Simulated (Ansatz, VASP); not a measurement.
# One calculation of WC, two programs

Contents of INCAR:

```
PREC = Accurate
ENCUT = 520
EDIFF = 1E-6
ISMEAR = 1
SIGMA = 0.1
LREAL = F
LASPH = T
NELM = 80
ALGO = Normal
ISIF = 2
LWAVE = F
LCHARG = F
GGA = PS
NBANDS = 16
```

Contents of KPOINTS:

```
regular mesh
0
Gamma
  11 11 11
```

The input POSCAR:

```
WC
1.0
    0.0000000000      2.1555087513      2.1555087513
    2.1555087513      0.0000000000      2.1555087513
    2.1555087513      2.1555087513      0.0000000000
W C
1 1
Direct
    0.0000000000      0.0000000000      0.0000000000
    0.5000000000      0.5000000000      0.5000000000
```

Input for Ansatz:

```yaml
crystal:
  lattice:
    - [0.0, 2.1555087512507907, 2.1555087512507907]
    - [2.1555087512507907, 0.0, 2.1555087512507907]
    - [2.1555087512507907, 2.1555087512507907, 0.0]
  atoms:
    - { symbol: W, position: [0.0, 0.0, 0.0] }
    - { symbol: C, position: [0.5, 0.5, 0.5] }
basis:
  ecutwfc: 500.0
kpoints:
  mp_grid:
    grid: [11, 11, 11]
hamiltonian:
  xc: pbesol
scf:
  occupations:
    method: methfessel_paxton
output:
  stress: true
```

Alike in both runs: task single point; functional PBEsol; k mesh 11 × 11 × 11; no spin polarisation.

|  | VASP | Ansatz |
| --- | --- | --- |
| version | VASP 6.6.1 | Ansatz 0.2.0 |
| potentials or method | VASP PAW PBE potentials, release 64 (W_sv, C), cutoff 520 eV | plane waves, PAW |
| occupations | methfessel-paxton of order 1, width 0.1 eV | methfessel-paxton of order 1 |
| valence electrons in the cell | 18 | 18 |

|  | VASP | Ansatz | Ansatz less VASP |
| --- | --- | --- | --- |
| pressure (GPa) | 11.1 | 9.8 | -1.28 |

VASP's potentials were made for PBE, not for PBEsol.

Neither program's run includes spin-orbit coupling.
